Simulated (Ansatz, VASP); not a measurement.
One calculation of Al3Ni5, two programs

```xyz
8
Lattice="3.2911 -3.4743 0.0000 3.2911 3.4743 0.0000 0.0000 0.0000 3.7283" Properties=species:S:1:pos:R:3 pbc="T T T"
Al    3.2911    0.0000    0.0000
Al    3.2911   -1.9406    1.8642
Al    3.2911    1.9406    1.8642
Ni    0.0000    0.0000    0.0000
Ni    1.6456    1.7372    0.0000
Ni    1.6456   -1.7372    0.0000
Ni    1.8197    0.0000    1.8642
Ni    4.7625    0.0000    1.8642
```

Change from the starting cell: strain -0.0600 x Voigt [0, 1, 0, 0, 0, 0], atoms carried along.

Alike in both runs: task single point; functional r2SCAN; k mesh 8 × 8 × 10; occupations gaussian, width 0.15 eV; no spin polarisation.

|  | VASP | Ansatz |
| --- | --- | --- |
| version | VASP 6.6.1 | Ansatz 0.2.0 |
| potentials or method | VASP PAW PBE potentials, release 64 (Al, Ni), cutoff 520 eV | scalar-relativistic, plane waves, PAW |
| valence electrons in the cell | 59 | 99 |

Ansatz gave:

| Quantity | Value |
| --- | --- |
| gap on the k mesh at the Fermi level (eV) | none |
| pressure (GPa) | 13.6 |
| traceless stress, the component that is largest in VASP (GPa) | 5.35 |
| rms of the force components (eV/Å) | 0.045 |

**Question.** Which values does VASP return?

**Answer.** gap on the k mesh at the Fermi level (eV): none; pressure (GPa): 13.6; traceless stress, the component that is largest in VASP (GPa): 5.25; rms of the force components (eV/Å): 0.048.

VASP's potentials were made for PBE, not for r2SCAN. Atom by atom the forces differ by 0.004 eV/Å (rms over components). A gap of «none» marks a metal or a gap that the smearing closes. VASP's potentials hold 59 valence electrons a cell and Ansatz's 99, so a difference there can come from the potentials and not from the codes.
